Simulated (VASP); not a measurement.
A run of VASP 6.6.1 is set up as follows.

Contents of INCAR:

```
PREC = Accurate ; ENCUT = 520
EDIFF = 1E-7 ; ISMEAR = 0
SIGMA = 0.1 ; LREAL = False
LASPH = True ; NELM = 60
ALGO = Normal ; ISIF = 2
LWAVE = False ; LCHARG = False
LDIPOL = True ; IDIPOL = 3
DIPOL = 0.5 0.5 0.500 ; GGA = PE
NBANDS = 18
```

The input KPOINTS:

```
regular mesh
0
Gamma
  4 4 1
```

Contents of POSCAR:

```
YAl3
1.0
    4.2400310000      0.0000000000      0.0000000000
    0.0000000000      4.2400310000      0.0000000000
    0.0000000000      0.0000000000     17.0000000000
Y Al
1 3
Direct
    0.0000000000      0.0000000000      0.4376466100
    0.5000000000      0.5000000000      0.4376466100
    0.5000000000      0.0000000000      0.5623533900
    0.0000000000      0.5000000000      0.5623533900
```

Potentials or basis: VASP PAW PBE potentials, release 64 (Y_sv, Al).

Run with:

```sh
$ cat potpaw_PBE.64/Y_sv/POTCAR potpaw_PBE.64/Al/POTCAR > POTCAR
$ mpirun -np 1 vasp_std > vasp.out
```

Q: Predict the band gap on the k mesh.

A: Zero (band 10 reaches -1.26 eV, above the bottom of band 11 at -1.39 eV).

Q: What does it give for the largest force?

A: 0.697 eV/Å.

Forces in eV/Å, atoms in the order of the input:
```
Y    0.000  0.000 -0.239
Al   0.000  0.000  0.697
Al   0.000  0.000 -0.229
Al   0.000  0.000 -0.229
```

Caveat: the k points lie up to 0.37 Å⁻¹ apart.
